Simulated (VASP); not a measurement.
# Pt (P-1) in VASP: single point with LDA

Aim: the single point of Pt with LDA.

All numbers are computed with VASP 6.6.1; they aren't measurements. Logs are shortened: lines on timing, memory, paths and dates and some standing lists are left out, and cuts for length are marked.

**1. The cell of the first run**

The typed cell holds 1 atom: a = 2.780 Å, b = 2.602 Å, c = 2.956 Å, α = 112.13°, β = 114.54°, γ = 109.21°.

**2. Single point, LDA (engineering shear strain xz -0.2000, engineering shear strain yz -0.1000)**

Contents of INCAR:

```
PREC = Accurate
ENCUT = 520
EDIFF = 1E-6
ISMEAR = 0
SIGMA = 0.15
LREAL = F
LASPH = T
NELM = 80
ALGO = Fast
ISIF = 2
LWAVE = F
LCHARG = F
NBANDS = 11
```

Contents of KPOINTS:

```
Automatic mesh
0
Gamma
  20 20 20
```

Contents of POSCAR:

```
Pt
1.0
   -1.7056394774      1.4730522759      1.6281104103
    1.3955232088     -1.6281104103      1.4730522759
    1.7056394774      1.6281104103     -1.7831685446
Pt
1
Direct
    0.0000000000      0.0000000000      0.0000000000
```

Potentials or basis: VASP PAW LDA potentials, release 64 (Pt).

Command:

```sh
$ cat potpaw_LDA.64/Pt/POTCAR > POTCAR
$ mpirun -np 1 vasp_std > vasp.out
```

OUTCAR:

```text
PREC = Accurate
   ENCUT = 520
   EDIFF = 1E-6
   ISMEAR = 0
   LREAL = F
   LASPH = T
   NELM = 80
   ISIF = 2

 ion  position               nearest neighbor table
   1  0.000  0.000  0.000-

  LATTYP: Found a triclinic cell.
 ALAT       =     2.4196025688
 B/A-ratio  =     1.2832837755
 C/A-ratio  =     1.2880751442
 COS(alpha) =     0.0049689786
 COS(beta)  =     0.5196936844
 COS(gamma) =     0.5808379183

  Lattice vectors:

 A1 = (  -1.3955232088,  -1.4730522759,  -1.3179941416)
 A2 = (   0.0000000000,  -3.1011626862,   0.1550581343)
 A3 = (  -3.1011626862,   0.0000000000,   0.3101162687)

Analysis of symmetry for initial positions (statically):
=====================================================================
 Subroutine PRICEL returns:
 Original cell was already a primitive cell.

 Routine SETGRP: Setting up the symmetry group for a
 triclinic supercell.

 Subroutine GETGRP returns: Found  2 space group operations
 (whereof  2 operations were pure point group operations)
 out of a pool of  2 trial point group operations.

The static configuration has the point symmetry S_2 .

Analysis of symmetry for dynamics (positions and initial velocities):
=====================================================================
 Subroutine PRICEL returns:
 Original cell was already a primitive cell.

 Routine SETGRP: Setting up the symmetry group for a
 triclinic supercell.

 Subroutine GETGRP returns: Found  2 space group operations
 (whereof  2 operations were pure point group operations)
 out of a pool of  2 trial point group operations.

The dynamic configuration has the point symmetry S_2 .

 Subroutine INISYM returns: Found  2 space group operations
 (whereof  2 operations are pure point group operations),
 and found     1 'primitive' translations

----------------------------------------------------------------------------------------

                                     Primitive cell

  volume of cell :      14.7259

  direct lattice vectors                    reciprocal lattice vectors
    -1.705639477  1.473052276  1.628110410     0.034286855  0.339603131  0.342868545
     1.395523209 -1.628110410  1.473052276     0.358379265  0.017959781  0.359195619
     1.705639477  1.628110410 -1.783168545     0.327357825  0.324908764  0.048981221

  length of vectors
     2.780257640  2.601559444  2.956288145     0.483802350  0.507720144  0.463818942

  position of ions in fractional coordinates (direct lattice)
     0.000000000  0.000000000  0.000000000

  ion indices of the primitive-cell ions
   primitive index   ion index
                 1           1

----------------------------------------------------------------------------------------

 KPOINTS: Automatic mesh

Automatic generation of k-mesh.
 Grid dimensions read from file:
 generate k-points for:   20   20   20

 Generating k-lattice:

  Cartesian coordinates                     Fractional coordinates (reciprocal lattice)
     0.001714343  0.016980157  0.017143427     0.050000000  0.000000000 -0.000000000
     0.017918963  0.000897989  0.017959781     0.000000000  0.050000000  0.000000000
     0.016367891  0.016245438  0.002449061     0.000000000 -0.000000000  0.050000000

  Length of vectors
     0.024190118  0.025386007  0.023190947

  Shift w.r.t. Gamma in fractional coordinates (k-lattice)
     0.000000000  0.000000000  0.000000000

 Subroutine IBZKPT returns following result:
 ===========================================

 Found   4004 irreducible k-points:

 Following reciprocal coordinates:
            Coordinates               Weight
  0.000000  0.000000  0.000000      1.000000
  0.050000  0.000000 -0.000000      2.000000
  0.100000  0.000000 -0.000000      2.000000
  0.150000  0.000000  0.000000      2.000000
  0.200000  0.000000 -0.000000      2.000000
  0.250000  0.000000  0.000000      2.000000
[... 16 lines left out ...]
 -0.450000  0.050000 -0.000000      2.000000
 -0.400000  0.050000 -0.000000      2.000000
 [... further k-points ...]
   k-points           NKPTS =   4004   k-points in BZ     NKDIM =   4004   number of bands    NBANDS=     11
   number of dos      NEDOS =    301   number of ions     NIONS =      1
   total plane-waves  NPLWV =  11520
   dimension x,y,z NGX =    24 NGY =   20 NGZ =   24
   dimension x,y,z NGXF=    48 NGYF=   40 NGZF=   48
   ions per type =               1
   NGX,Y,Z   is equivalent  to a cutoff of  14.35, 12.78, 13.50 a.u.
   NGXF,Y,Z  is equivalent  to a cutoff of  28.70, 25.56, 26.99 a.u.
 SYSTEM =  unknown system
   PREC   = accura    normal or accurate (medium, high low for compatibility)
   ISTART =      0    job   : 0-new  1-cont  2-samecut
   ICHARG =      2    charge: 1-file 2-atom 10-const
   ISPIN  =      1    spin polarized calculation?
   LNONCOLLINEAR =      F non collinear calculations
   LSORBIT =      F    spin-orbit coupling
   LASPH  =      T    aspherical Exc in radial PAW
   ENCUT  =  520.0 eV  38.22 Ry    6.18 a.u.   5.17  4.84  5.50*2*pi/ulx,y,z
   NELM   =     80;   NELMIN=  2; NELMDL= -5     # of ELM steps
   EDIFF  = 0.1E-05   stopping-criterion for ELM
   LREAL  =      F    real-space projection
   EDIFFG = 0.1E-04   stopping-criterion for IOM
   NSW    =      0    number of steps for IOM
   IBRION =     -1    ionic relax: 0-MD 1-quasi-New 2-CG
   NFREE  =      0    steps in history (QN), initial steepest desc. (CG)
   ISIF   =      2    stress and relaxation
   ISYM   =      2    0-nonsym 1-usesym 2-fastsym
   POTIM  = 0.5000    time-step for ionic-motion
   TEBEG  =    0.0;   TEEND  =   0.0 temperature during run
   PSTRESS=    0.0 pullay stress
   NELECT =      10.0000    total number of electrons
   NUPDOWN=      -1.0000    fix difference up-down
   EMIN   =  10.00;   EMAX   =-10.00  energy-range for DOS
   EFERMI =   0.00;   METHOD = LEGACY
   ISMEAR =     0;   SIGMA  =   0.15  broadening in eV -4-tet -1-fermi 0-gaus
   EFERMI_NEDOS =   21; number of points for ismear=-14 and -15
   IALGO  =     68    algorithm
   IMIX   =      4    mixing-type and parameters
     AMIX     =   0.40;   BMIX     =  1.00
     AMIX_MAG =   1.60;   BMIX_MAG =  1.00
  volume/ion in A,a.u.               =      14.73        99.38
  Fermi-wavevector in a.u.,A,eV,Ry     =   1.438957  2.719235 28.172198  2.070598
  Thomas-Fermi vector in A             =   2.557866
   LORBIT       =      0    0 simple, 1 ext, 2 COOP (PROOUT), +10 PAW based schemes
   GGA     = CA    functional components
   LHFCALC =     F    Hartree Fock is set to
   AEXX    =    0.0000 exact exchange contribution
   IVDW    =     0    specifies the selected vdW correction
   LEPSILON=     F    determine dielectric tensor
   LRPA    =     F    only Hartree local field effects (RPA)
 non-spin polarized calculation
 RMM-DIIS sequential band-by-band and
 Gauss-broadening in eV      SIGMA  =   0.15
  energy-cutoff  :      520.00
  volume of cell :       14.73
 maximum number of plane-waves:       411
 NGX is ok and might be reduce to    24
   NGX = 11   NGY =  9   NGZ = 11

 number of electron      10.0000001 magnetization

 Free energy of the ion-electron system (eV)
  ---------------------------------------------------
  ext. energy  EPLUGINS =         0.00000000
  ---------------------------------------------------
  free energy    TOTEN  =        -6.94891794 eV

  energy without entropy =       -6.93343479  energy(sigma->0) =       -6.94117636

 E-fermi :  11.3844     XC(G=0): -13.7815

 val. band max:       11.3842537291   @ k =  -0.2500  -0.0500   0.3500
 cond. band min:      11.3844413590   @ k =  -0.3000  -0.0500   0.3000
 fundamental gap:      0.0001876299
 Fermi energy:        11.3843804516

 k-point     1 :       0.0000    0.0000    0.0000
  band No.  band energies     occupation
      1       1.1094      2.00000
      2       5.5262      2.00000
      3       6.9227      2.00000
      4       8.9729      2.00000
      5      10.6841      2.00000
      6      11.1622      1.96384
      7      26.2331      0.00000
      8      28.3985      0.00000
      9      30.2397      0.00000
     10      37.5974      0.00000
     11      38.7219      0.00000

 k-point     2 :       0.0500    0.0000   -0.0000
  band No.  band energies     occupation
      1       1.2391      2.00000
      2       5.6223      2.00000
      3       6.9527      2.00000
      4       8.9612      2.00000
      5      10.5597      2.00000
      6      11.0821      1.99562
      7      26.3725      0.00000
      8      28.6179      0.00000
      9      30.4020      0.00000
     10      36.4039      0.00000
     11      38.4047      0.00000

 k-point     3 :       0.1000    0.0000   -0.0000
  band No.  band energies     occupation
      1       1.6168      2.00000
      2       5.8957      2.00000
      3       7.0458      2.00000
      4       8.9141      2.00000
      5      10.2363      2.00000
      6      10.8803      2.00000
      7      26.7289      0.00000
      8      29.2356      0.00000
      9      30.7924      0.00000
     10      34.7505      0.00000
     11      36.8559      0.00000

 k-point     4 :       0.1500    0.0000    0.0000
  band No.  band energies     occupation
      1       2.2049      2.00000
      2       6.2827      2.00000
      3       7.2205      2.00000
      4       8.7944      2.00000
      5       9.8836      2.00000
      6      10.6298      2.00000
      7      27.1195      0.00000
      8      30.0636      0.00000
      9      31.0276      0.00000
     10      33.4228      0.00000
     11      35.2423      0.00000

 k-point     5 :       0.2000    0.0000   -0.0000
  band No.  band energies     occupation
      1       2.9264      2.00000
      2       6.6222      2.00000
      3       7.4916      2.00000
      4       8.6722      2.00000
      5       9.7012      2.00000
      6      10.4058      2.00000
      7      27.1962      0.00000
      8      29.9008      0.00000
      9      31.1296      0.00000
     10      32.9088      0.00000
     11      34.6548      0.00000
[... 211 lines left out ...]
 k-point    21 :       0.4500    0.0500    0.0000
  band No.  band energies     occupation
      1       4.2657      2.00000
      2       5.9541      2.00000
      3       9.4876      2.00000
      4      10.2903      2.00000
      5      11.6287      0.02126
      6      13.5776      0.00000
      7      20.3840      0.00000
      8      23.1932      0.00000
      9      28.5078      0.00000
     10      34.0882      0.00000
     11      34.9385      0.00000

 k-point    22 :       0.5000    0.0500    0.0000
  band No.  band energies     occupation
      1       4.2661      2.00000
      2       5.9624      2.00000
      3       9.6644      2.00000
      4      10.1117      2.00000
      5      11.9431      0.00000
      6      13.0706      0.00000
      7      20.3819      0.00000
      8      23.2603      0.00000
      9      28.5078      0.00000
     10      34.0989      0.00000
     11      35.1296      0.00000

 k-point    23 :      -0.4500    0.0500   -0.0000
  band No.  band energies     occupation
      1       4.3319      2.00000
      2       6.0492      2.00000
      3       9.7961      2.00000
      4       9.7994      2.00000
      5      11.3648      1.14646
      6      12.3146      0.00000
      7      21.2892      0.00000
      8      23.7700      0.00000
      9      29.0904      0.00000
     10      34.2738      0.00000
     11      35.3382      0.00000

 k-point    24 :      -0.4000    0.0500   -0.0000
  band No.  band energies     occupation
      1       4.3960      2.00000
      2       6.2135      2.00000
      3       9.2483      2.00000
      4       9.8979      2.00000
      5      10.3807      2.00000
      6      11.5593      0.09915
      7      22.8496      0.00000
      8      24.5473      0.00000
      9      29.9783      0.00000
     10      34.0164      0.00000
     11      36.1188      0.00000

 [... further k-points ...]

------------------------ aborting loop because EDIFF is reached ----------------------------------------

  FORCE on cell =-STRESS in cart. coord.  units (eV):
  Direction    XX          YY          ZZ          XY          YZ          ZX
  --------------------------------------------------------------------------------------
  -------------------------------------------------------------------------------------
  Total        1.7972644      2.6333484      1.5761543      1.6387559      1.7362737      3.3232795
  in kB      195.5427888    286.5089172    171.4859565    178.2970242    188.9069855    361.5735882
  external PRESSURE =     217.8458875 kB  Pullay stress =       0.0000000 kB

 VOLUME and BASIS-vectors are now :
 -----------------------------------------------------------------------------
  energy-cutoff  :      520.00
  volume of cell :       14.73
      direct lattice vectors                 reciprocal lattice vectors
    -1.705639477  1.473052276  1.628110410     0.034286855  0.339603131  0.342868545
     1.395523209 -1.628110410  1.473052276     0.358379265  0.017959781  0.359195619
     1.705639477  1.628110410 -1.783168545     0.327357825  0.324908764  0.048981221

 POSITION                                       TOTAL-FORCE (eV/Angst)
 -----------------------------------------------------------------------------------
      0.00000      0.00000      0.00000        -0.000000     -0.000000      0.000000
 -----------------------------------------------------------------------------------
    total drift:                                0.000000     -0.000000      0.000000

  FREE ENERGIE OF THE ION-ELECTRON SYSTEM (eV)
  ---------------------------------------------------
  free  energy   TOTEN  =        -6.9489179417 eV

  energy  without entropy=       -6.9334347862  energy(sigma->0) =       -6.94117636
```

It took 7.2 min on 1 thread of Intel Xeon 8259CL, shared host; peak memory 0.72 GiB.

Results:

| Item | Value |
| --- | --- |
| Free energy | -6.9489 eV |
| Pressure | 21.8 GPa |
| Band gap on the k mesh | zero (bands 5 and 6 overlap by 3.89 eV) |

Levels at points of the mesh, in eV from the Fermi level:
| k point | band 2 | band 3 | band 4 | band 5 | band 6 | band 7 | band 8 | band 9 |
| --- | --- | --- | --- | --- | --- | --- | --- | --- |
| (0.00, 0.00, 0.00) | -5.86 | -4.46 | -2.41 | -0.70 | -0.22 | 14.85 | 17.01 | 18.86 |
| (0.50, 0.00, 0.00) | -5.49 | -1.69 | -1.04 | 0.98 | 1.31 | 8.94 | 11.60 | 17.33 |
| (0.00, 0.50, 0.00) | -5.12 | -1.98 | -1.61 | 1.89 | 2.30 | 10.03 | 11.79 | 15.56 |
| (0.50, 0.50, 0.00) | -6.04 | -0.73 | -0.42 | 0.02 | 1.05 | 6.84 | 10.99 | 19.19 |
| (0.00, 0.00, 0.50) | -5.53 | -1.43 | -1.04 | 0.31 | 0.50 | 8.24 | 13.04 | 17.36 |
| (0.50, 0.00, 0.50) | -6.43 | -1.21 | -0.11 | 0.06 | 0.61 | 4.57 | 14.26 | 18.55 |
| (0.00, 0.50, 0.50) | -6.07 | -0.58 | -0.57 | -0.36 | 0.59 | 6.07 | 12.59 | 18.95 |
| (0.50, 0.50, 0.50) | -6.73 | -1.04 | 0.50 | 2.27 | 7.86 | 8.01 | 8.61 | 15.00 |

Caveat: the cell differs from its parent crystal (engineering shear strain xz -0.2000, engineering shear strain yz -0.1000); the cell stands under pressure; spin-orbit coupling is left out, which moves the levels of the heavy elements.
